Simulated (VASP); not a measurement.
InGaBi2:

```
Ga Bi In
1.0
     4.53931    0.00000    0.00000
     0.00000    4.53931    0.00000
     0.00000    0.00000    6.41956
Ga Bi In
1 2 1
Direct
  0.00000 0.00000 0.00000
  0.00000 0.50000 0.25000
  0.50000 0.00000 0.75000
  0.50000 0.50000 0.50000
```

```yaml
Program: VASP 6.6.1
Task: relaxation of cell and atoms
Functional: PBE
Potentials_or_basis: VASP PAW PBE potentials, release 64 (Ga_d, Bi_d, In_d)
Cutoff: 600 eV
k_mesh: 6 × 6 × 4
Occupations: fermi-dirac, width 0.02 eV
Spin: no spin polarisation
```

At the start: pressure 5.0 GPa; volume 33.07 Å³/atom.

Where does the relaxation end?

Over 8 steps the energy falls by 77.9 meV/atom and the volume is 36.85 Å³/atom (+11.4 %); space group P-4m2 (No. 115, to 0.1 Å) before and after.

Step by step:
```
step  energy change (eV)  largest force (eV/Å)  pressure (GPa)  volume (Å³)
   1              0.0000                1.0673            5.04       132.28
   2             -0.2720                0.3347           -1.07       153.22
   3             -0.2819                0.4301           -0.30       149.35
   4             -0.2985                0.2896           -0.16       148.43
   5             -0.3111                0.0095            0.17       146.66
   6             -0.3111                0.0219            0.15       146.73
   7             -0.3114                0.0040           -0.05       147.63
   8             -0.3115                0.0025           -0.01       147.42
```

Final structure:
```xyz
4
Lattice="4.7165 0.0000 0.0000 0.0000 4.7165 0.0000 0.0000 0.0000 6.6269" Properties=species:S:1:pos:R:3 pbc="T T T"
Ga    0.0000    0.0000    0.0000
Bi    0.0000    2.3582    1.5496
Bi    2.3582    0.0000    5.0772
In    2.3582    2.3582    3.3134
```
